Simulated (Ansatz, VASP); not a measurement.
# Si2Mo in VASP and in Ansatz

File INCAR:

```
ALGO     = Normal         # electronic algorithm
EDIFF    = 1E-7           # SCF threshold, eV
EDIFFG   = -0.002         # ionic threshold
ENCUT    = 500            # plane-wave cutoff, eV
GGA      = PS             # functional
GGA_COMPAT= F            
IBRION   = 2              # ionic algorithm
ISIF     = 3              # what is computed and relaxed
ISMEAR   = 0              # smearing method
IVDW     = 12             # dispersion correction
LASPH    = T              # aspherical terms in the spheres
LCHARG   = F              # write CHGCAR
LREAL    = F              # projectors in reciprocal space
LWAVE    = F              # write WAVECAR
NELM     = 120            # most SCF steps
NELMIN   = 4            
NSW      = 100            # ionic steps
PREC     = Accurate       # precision mode
SIGMA    = 0.1            # smearing width, eV
```

File KPOINTS:

```
k-points
0
Gamma
  9 9 6
```

Contents of POSCAR:

```
Si2Mo
1.0
    4.5854715599      0.0000000000      0.0000000000
   -2.2927357800      3.9711348592      0.0000000000
    0.0000000000      0.0000000000      6.5797601000
Si Mo
6 3
Direct
    0.1638729800      0.8361270200      0.8333333300
    0.3277459600      0.1638729800      0.1666666700
    0.8361270200      0.6722540400      0.5000000000
    0.8361270200      0.1638729800      0.8333333300
    0.6722540400      0.8361270200      0.1666666700
    0.1638729800      0.3277459600      0.5000000000
    0.5000000000      0.0000000000      0.5000000000
    0.0000000000      0.5000000000      0.1666666700
    0.5000000000      0.5000000000      0.8333333300
```

Input for Ansatz:

```yaml
crystal:
  lattice:
    - [4.5854715599, 0.0, 0.0]
    - [-2.29273578, 3.9711348592, 0.0]
    - [0.0, 0.0, 6.5797601]
  atoms:
    - { symbol: Si, position: [0.16387298, 0.83612702, 0.83333333] }
    - { symbol: Si, position: [0.32774596, 0.16387298, 0.16666667] }
    - { symbol: Si, position: [0.83612702, 0.67225404, 0.5] }
    - { symbol: Si, position: [0.83612702, 0.16387298, 0.83333333] }
    - { symbol: Si, position: [0.67225404, 0.83612702, 0.16666667] }
    - { symbol: Si, position: [0.16387298, 0.32774596, 0.5] }
    - { symbol: Mo, position: [0.5, 0.0, 0.5] }
    - { symbol: Mo, position: [0.0, 0.5, 0.16666667] }
    - { symbol: Mo, position: [0.5, 0.5, 0.83333333] }
basis:
  ecutwfc: 420
kpoints:
  mp_grid: { grid: [9, 9, 6] }
hamiltonian:
  xc: pbesol
  dispersion: d3bj
  pseudopotentials: { kind: paw }
scf:
  occupations: { method: gaussian, width: 0.1 }
output:
  forces: true
  stress: true
  eigenvalues: true
  write_density: true
  write_potential: true
  elf: true
  volumetric_format: npy
relax:
  adjacent_minimum: "off"
  f_tol: 0.002
  max_steps: 80
  cell: { stress_tol: 0.02 }
```

Alike in both runs: task relaxation of cell and atoms; functional PBEsol; dispersion D3(BJ); k mesh 9 × 9 × 6; occupations gaussian, width 0.1 eV; no spin polarisation.

```csv
,VASP,Ansatz
version,VASP 6.6.1,Ansatz 0.2.0
potentials or method,"VASP PAW PBE potentials, release 64 (Si, Mo_sv), cutoff 500 eV","scalar-relativistic, plane waves, PAW"
valence electrons in the cell,66,66
```

Ansatz gave:

| Property | Result |
| --- | --- |
| gap on the k mesh at the Fermi level, each at its own relaxed structure (eV) | 0.16 |
| relaxed volume (Å³/atom) | 12.84 |
| relaxed cell length with the largest relative difference (Å) | 4.527 |

Which values does VASP return?

gap on the k mesh at the Fermi level, each at its own relaxed structure (eV): 0.16; relaxed volume (Å³/atom): 12.86; relaxed cell length with the largest relative difference (Å): 4.530.

VASP's potentials were made for PBE, not for PBEsol.
